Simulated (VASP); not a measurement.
# W (I4/mmm) in VASP: notebook

Runs on W. Level: r2SCAN. Tasks: single point.

Everything below comes from runs of VASP 6.6.1. Logs are shortened: lines on timing, memory, paths and dates and some standing lists are left out, and cuts for length are marked.

### Step 1. The cell of the first run

It takes space group I4/mmm (No. 139, tetragonal). Conventional cell: a = 2.957 Å, b = 2.957 Å, c = 4.060 Å, α = 90.00°, β = 90.00°, γ = 90.00°. Within 3.8 Å of W (site symmetry 4/mmm) lie 12 W at 2.91 to 2.96 Å.

### Step 2. Single point, r2SCAN (strain +0.030 along x and y, +0.000 along z)

Contents of POSCAR:

```
W
1.0
    0.0000000000      2.0909000000      2.0300000000
    2.0909000000      0.0000000000      2.0300000000
    2.0909000000      2.0909000000      0.0000000000
W
1
Direct
    0.0000000000      0.0000000000      0.0000000000
```

Contents of INCAR.step1:

```
  PREC = Accurate
  ENCUT = 520
  ISMEAR = 0
  SIGMA = 0.15
  LREAL = False
  LASPH = True
  NELM = 100
  NBANDS = 13
  GGA = PE
  ALGO = Normal
  EDIFF = 1E-4
  LWAVE = True
  LCHARG = False
```

Contents of INCAR.step2:

```
  PREC = Accurate
  ENCUT = 520
  EDIFF = 1E-6
  ISMEAR = 0
  SIGMA = 0.15
  LREAL = False
  LASPH = True
  NELM = 100
  ALGO = Normal
  ISIF = 2
  LWAVE = False
  LCHARG = True
  METAGGA = R2SCAN
  LMIXTAU = True
  LELF = True
  LVHAR = True
  NBANDS = 13
  ISTART = 1
```

Contents of KPOINTS:

```
Automatic mesh
0
Gamma
  20 20 20
```

Potentials or basis: VASP PAW PBE potentials, release 64 (W_sv).

Launch:

```bash
> cat potpaw_PBE.64/W_sv/POTCAR > POTCAR
> cp INCAR.step1 INCAR
> mpirun -np 1 vasp_std > vasp.out
> cp INCAR.step2 INCAR
> mpirun -np 1 vasp_std > vasp.out
```

OUTCAR:

```text
PREC = Accurate
   ENCUT = 520
   EDIFF = 1E-6
   ISMEAR = 0
   LREAL = False
   LASPH = True
   NELM = 100
   ISIF = 2
   METAGGA = R2SCAN
   ISTART = 1

 ion  position               nearest neighbor table
   1  0.000  0.000  0.000-

  LATTYP: Found a body centered tetragonal cell.
 ALAT       =     2.9569791376
 C/A-ratio  =     1.3730228761

  Lattice vectors:

 A1 = (   0.0000000000,  -2.0909000000,  -2.0300000000)
 A2 = (   0.0000000000,   2.0909000000,  -2.0300000000)
 A3 = (   2.0909000000,   0.0000000000,   2.0300000000)

Analysis of symmetry for initial positions (statically):
=====================================================================
 Subroutine PRICEL returns:
 Original cell was already a primitive cell.

 Routine SETGRP: Setting up the symmetry group for a
 body centered tetragonal supercell.

 Subroutine GETGRP returns: Found 16 space group operations
 (whereof 16 operations were pure point group operations)
 out of a pool of 16 trial point group operations.

The static configuration has the point symmetry D_4h.

Analysis of symmetry for dynamics (positions and initial velocities):
=====================================================================
 Subroutine PRICEL returns:
 Original cell was already a primitive cell.

 Routine SETGRP: Setting up the symmetry group for a
 body centered tetragonal supercell.

 Subroutine GETGRP returns: Found 16 space group operations
 (whereof 16 operations were pure point group operations)
 out of a pool of 16 trial point group operations.

The dynamic configuration has the point symmetry D_4h.

 Subroutine INISYM returns: Found 16 space group operations
 (whereof 16 operations are pure point group operations),
 and found     1 'primitive' translations

----------------------------------------------------------------------------------------

                                     Primitive cell

  volume of cell :      17.7498

  direct lattice vectors                    reciprocal lattice vectors
     0.000000000  2.090900000  2.030000000    -0.239131474  0.239131474  0.246305419
     2.090900000  0.000000000  2.030000000     0.239131474 -0.239131474  0.246305419
     2.090900000  2.090900000  0.000000000     0.239131474  0.239131474 -0.246305419

  length of vectors
     2.914234515  2.914234515  2.956979138     0.418370749  0.418370749  0.418370749

  position of ions in fractional coordinates (direct lattice)
     0.000000000  0.000000000  0.000000000

  ion indices of the primitive-cell ions
   primitive index   ion index
                 1           1

[... 77 lines left out ...]
   ISIF   =      2    stress and relaxation
   ISYM   =      2    0-nonsym 1-usesym 2-fastsym
   POTIM  = 0.5000    time-step for ionic-motion
   TEBEG  =    0.0;   TEEND  =   0.0 temperature during run
   PSTRESS=    0.0 pullay stress
   NELECT =      14.0000    total number of electrons
   NUPDOWN=      -1.0000    fix difference up-down
   EMIN   =  10.00;   EMAX   =-10.00  energy-range for DOS
   EFERMI =   0.00;   METHOD = LEGACY
   ISMEAR =     0;   SIGMA  =   0.15  broadening in eV -4-tet -1-fermi 0-gaus
   EFERMI_NEDOS =   21; number of points for ismear=-14 and -15
   IALGO  =     38    algorithm
   IMIX   =      4    mixing-type and parameters
     AMIX     =   0.40;   BMIX     =  1.00
     AMIX_MAG =   1.60;   BMIX_MAG =  1.00
  volume/ion in A,a.u.               =      17.75       119.78
  Fermi-wavevector in a.u.,A,eV,Ry     =   1.512586  2.858373 31.128980  2.287915
  Thomas-Fermi vector in A             =   2.622490
   LORBIT       =      0    0 simple, 1 ext, 2 COOP (PROOUT), +10 PAW based schemes
   METAGGA = R2SCAN    functional components
   LHFCALC =     F    Hartree Fock is set to
   AEXX    =    0.0000 exact exchange contribution
   IVDW    =     0    specifies the selected vdW correction
   LEPSILON=     F    determine dielectric tensor
   LRPA    =     F    only Hartree local field effects (RPA)
 non-spin polarized calculation
 Gauss-broadening in eV      SIGMA  =   0.15
  energy-cutoff  :      520.00
  volume of cell :       17.75
 maximum number of plane-waves:       507
 NGX is ok and might be reduce to    24
   NGX = 11   NGY = 11   NGZ = 11

 number of electron      13.9999999 magnetization

 Free energy of the ion-electron system (eV)
  ---------------------------------------------------
  ext. energy  EPLUGINS =         0.00000000
  ---------------------------------------------------
  free energy    TOTEN  =       -50.70750512 eV

  energy without entropy =      -50.69426937  energy(sigma->0) =      -50.70088724

 E-fermi :   9.3423     XC(G=0): -14.2383

 val. band max:        9.3392422365   @ k =  -0.3500   0.1500   0.1000
 cond. band min:       9.3433599284   @ k =   0.3000   0.0500   0.0000
 fundamental gap:      0.0041176919
 Fermi energy:         9.3423020093

 k-point     1 :       0.0000    0.0000    0.0000
  band No.  band energies     occupation
      1     -66.4882      2.00000
      2     -29.5225      2.00000
      3     -29.5225      2.00000
      4     -29.4986      2.00000
      5       0.2373      2.00000
      6       8.6629      2.00000
      7       8.6629      2.00000
      8       9.0904      1.98244
      9      11.5421      0.00000
     10      12.1221      0.00000
     11      22.5757      0.00000
     12      27.5105      0.00000
     13      27.5105      0.00000
[... 354 lines left out ...]
  band No.  band energies     occupation
      1     -66.4172      2.00000
      2     -30.2940      2.00000
      3     -29.6391      2.00000
      4     -29.6228      2.00000
      5       3.6539      2.00000
      6       8.2334      2.00000
      7       8.7448      2.00000
      8       9.0569      1.99287
      9      12.7869      0.00000
     10      13.5269      0.00000
     11      20.7198      0.00000
     12      23.7923      0.00000
     13      29.3852      0.00000

 [... further k-points ...]
[... 5 lines left out ...]
  --------------------------------------------------------------------------------------
  -------------------------------------------------------------------------------------
  Total       -2.0011925     -2.0011925     -3.2905216      0.0000000      0.0000000      0.0000000
  in kB     -180.6370781   -180.6370781   -297.0180029      0.0000000      0.0000000      0.0000000
  external PRESSURE =    -219.4307197 kB  Pullay stress =       0.0000000 kB

 VOLUME and BASIS-vectors are now :
 -----------------------------------------------------------------------------
  energy-cutoff  :      520.00
  volume of cell :       17.75
      direct lattice vectors                 reciprocal lattice vectors
     0.000000000  2.090900000  2.030000000    -0.239131474  0.239131474  0.246305419
     2.090900000  0.000000000  2.030000000     0.239131474 -0.239131474  0.246305419
     2.090900000  2.090900000  0.000000000     0.239131474  0.239131474 -0.246305419

 POSITION                                       TOTAL-FORCE (eV/Angst)
 -----------------------------------------------------------------------------------
      0.00000      0.00000      0.00000         0.000000      0.000000      0.000000
 -----------------------------------------------------------------------------------
    total drift:                                0.000000      0.000000      0.000000

  FREE ENERGIE OF THE ION-ELECTRON SYSTEM (eV)
  ---------------------------------------------------
  free  energy   TOTEN  =       -50.7075051154 eV

  energy  without entropy=      -50.6942693686  energy(sigma->0) =      -50.70088724
```

OSZICAR.step1:

```text
N       E                     dE             d eps       ncg     rms          rms(c)
DAV:   1     0.856051893627E+02    0.85605E+02   -0.75173E+03 16719   0.120E+03
DAV:   2    -0.113921085827E+02   -0.96997E+02   -0.93466E+02 18711   0.315E+02
DAV:   3    -0.131037568396E+02   -0.17116E+01   -0.16997E+01 18516   0.403E+01
DAV:   4    -0.131120776276E+02   -0.83208E-02   -0.83193E-02 18646   0.310E+00
DAV:   5    -0.131121597277E+02   -0.82100E-04   -0.82100E-04 18616   0.292E-01    0.165E+01
DAV:   6    -0.125450095405E+02    0.56715E+00   -0.52042E-01 17826   0.929E+00    0.582E+00
DAV:   7    -0.124157526114E+02    0.12926E+00   -0.22625E-01 18791   0.573E+00    0.764E-01
DAV:   8    -0.124114657041E+02    0.42869E-02   -0.41484E-03 16891   0.825E-01    0.994E-02
DAV:   9    -0.124113383398E+02    0.12736E-03   -0.19078E-04 18929   0.156E-01    0.373E-02
DAV:  10    -0.124113386981E+02   -0.35830E-06   -0.11328E-05  8703   0.421E-02
   1 F= -.12411339E+02 E0= -.12403992E+02  d E =-.146928E-01
```

Wall time 3.2 min (1 thread of Intel Xeon 6975P-C (Granite Rapids), shared host); peak memory 0.26 GiB.

What came out:

```
Free energy            : -50.7075 eV
Pressure               : -21.9 GPa
Band gap on the k mesh : zero (bands 7 and 8 overlap by 3.40 eV)
```

Stress tensor (GPa, compression positive):
```
-18.06   0.00   0.00
  0.00 -18.06   0.00
  0.00   0.00 -29.70
```

Levels at points of the mesh, in eV from the Fermi level:
| k point | band 5 | band 6 | band 7 | band 8 | band 9 | band 10 |
| --- | --- | --- | --- | --- | --- | --- |
| (0.00, 0.00, 0.00) | -9.11 | -0.68 | -0.68 | -0.25 | 2.20 | 2.78 |
| (0.50, 0.00, 0.00) | -5.52 | -0.90 | -0.42 | 0.20 | 4.58 | 4.78 |
| (0.50, 0.50, 0.00) | -5.16 | -4.36 | 2.95 | 4.68 | 5.28 | 5.28 |
| (0.50, 0.00, 0.50) | -5.24 | -4.32 | 2.36 | 4.73 | 5.09 | 5.44 |

Caveat: the cell differs from its parent crystal (strain +0.030 along x and y, +0.000 along z); the stress differs along the axes, from -30 to -18 GPa; the PAW data sets were made with another functional, which shifts forces and pressure a little; spin-orbit coupling is left out, which moves the levels of the heavy elements.

### Step 3. Single point, r2SCAN (strain +0.015 along x and y, +0.030 along z)

Contents of POSCAR:

```
W
1.0
    0.0000000000      2.0604500000      2.0909000000
    2.0604500000      0.0000000000      2.0909000000
    2.0604500000      2.0604500000      0.0000000000
W
1
Direct
    0.0000000000      0.0000000000      0.0000000000
```

Contents of INCAR.step1:

```
SYSTEM = W
  PREC = Accurate
  ENCUT = 520
  ISMEAR = 0
  SIGMA = 0.15
  LREAL = .False.
  LASPH = .True.
  NELM = 80
  NBANDS = 13
  GGA = PE
  ALGO = Normal
  EDIFF = 1E-4
  LWAVE = .True.
  LCHARG = .False.
```

Contents of INCAR.step2:

```
SYSTEM = W
  PREC = Accurate
  ENCUT = 520
  EDIFF = 1E-6
  ISMEAR = 0
  SIGMA = 0.15
  LREAL = .False.
  LASPH = .True.
  NELM = 80
  ALGO = Normal
  ISIF = 2
  LWAVE = .False.
  LCHARG = .False.
  METAGGA = R2SCAN
  LMIXTAU = .True.
  NBANDS = 13
  ISTART = 1
```

Contents of KPOINTS:

```
regular mesh
0
Gamma
  20 20 20
  0 0 0
```

Potentials or basis: VASP PAW PBE potentials, release 64 (W_sv).

Launch:

```bash
> cat potpaw_PBE.64/W_sv/POTCAR > POTCAR
> cp INCAR.step1 INCAR
> mpirun -np 1 vasp_std > vasp.out
> cp INCAR.step2 INCAR
> mpirun -np 1 vasp_std > vasp.out
```

OUTCAR:

```text
SYSTEM = W
   PREC = Accurate
   ENCUT = 520
   EDIFF = 1E-6
   ISMEAR = 0
   LREAL = .False.
   LASPH = .True.
   NELM = 80
   ISIF = 2
   METAGGA = R2SCAN
   ISTART = 1

 ion  position               nearest neighbor table
   1  0.000  0.000  0.000-

  LATTYP: Found a body centered tetragonal cell.
 ALAT       =     2.9139163346
 C/A-ratio  =     1.4351132702

  Lattice vectors:

[... 555 lines left out ...]
      2     -30.3027      2.00000
      3     -29.6618      2.00000
      4     -29.6047      2.00000
      5       3.6613      2.00000
      6       8.2367      2.00000
      7       8.7210      2.00000
      8       9.0824      1.97314
      9      12.7731      0.00000
     10      13.5847      0.00000
     11      20.6304      0.00000
     12      23.8272      0.00000
     13      29.1143      0.00000

 [... further k-points ...]
[... 5 lines left out ...]
  --------------------------------------------------------------------------------------
  -------------------------------------------------------------------------------------
  Total       -2.6363890     -2.6363890     -2.0108578      0.0000000      0.0000000     -0.0000000
  in kB     -237.9209326   -237.9209326   -181.4698649      0.0000000      0.0000000     -0.0000000
  external PRESSURE =    -219.1039101 kB  Pullay stress =       0.0000000 kB

 VOLUME and BASIS-vectors are now :
 -----------------------------------------------------------------------------
  energy-cutoff  :      520.00
  volume of cell :       17.75
      direct lattice vectors                 reciprocal lattice vectors
     0.000000000  2.060450000  2.090900000    -0.242665437  0.242665437  0.239131474
     2.060450000  0.000000000  2.090900000     0.242665437 -0.242665437  0.239131474
     2.060450000  2.060450000  0.000000000     0.242665437  0.242665437 -0.239131474

 POSITION                                       TOTAL-FORCE (eV/Angst)
 -----------------------------------------------------------------------------------
      0.00000      0.00000      0.00000         0.000000      0.000000     -0.000000
 -----------------------------------------------------------------------------------
    total drift:                                0.000000     -0.000000     -0.000000

  FREE ENERGIE OF THE ION-ELECTRON SYSTEM (eV)
  ---------------------------------------------------
  free  energy   TOTEN  =       -50.6968211287 eV

  energy  without entropy=      -50.6816854482  energy(sigma->0) =      -50.68925329
```

OSZICAR.step1:

```text
N       E                     dE             d eps       ncg     rms          rms(c)
DAV:   1     0.853414588018E+02    0.85341E+02   -0.74716E+03 16711   0.120E+03
DAV:   2    -0.113908470125E+02   -0.96732E+02   -0.93141E+02 18681   0.313E+02
DAV:   3    -0.130964462202E+02   -0.17056E+01   -0.16954E+01 18431   0.402E+01
DAV:   4    -0.131046186214E+02   -0.81724E-02   -0.81719E-02 18536   0.308E+00
DAV:   5    -0.131046998373E+02   -0.81216E-04   -0.81215E-04 18731   0.290E-01    0.164E+01
DAV:   6    -0.125373065131E+02    0.56739E+00   -0.52023E-01 17806   0.928E+00    0.581E+00
DAV:   7    -0.124075816565E+02    0.12972E+00   -0.22666E-01 18771   0.575E+00    0.770E-01
DAV:   8    -0.124033537726E+02    0.42279E-02   -0.42763E-03 16836   0.838E-01    0.105E-01
DAV:   9    -0.124031927966E+02    0.16098E-03   -0.21122E-04 18871   0.165E-01    0.356E-02
DAV:  10    -0.124031933387E+02   -0.54217E-06   -0.11811E-05  8728   0.429E-02
   1 F= -.12403193E+02 E0= -.12395037E+02  d E =-.163134E-01
```

Wall time 3.3 min (1 thread of Intel Xeon 6975P-C (Granite Rapids), shared host); peak memory 0.25 GiB.

Results:

| Quantity | Value |
| --- | --- |
| Free energy | -50.6968 eV |
| Pressure | -21.9 GPa |
| Band gap on the k mesh | zero (bands 7 and 8 overlap by 3.12 eV) |

Caveat: the cell differs from its parent crystal (strain +0.015 along x and y, +0.030 along z); the stress differs along the axes, from -24 to -18 GPa; the PAW data sets were made with another functional, which shifts forces and pressure a little; spin-orbit coupling is left out, which moves the levels of the heavy elements.

[end of part 1 of 2]
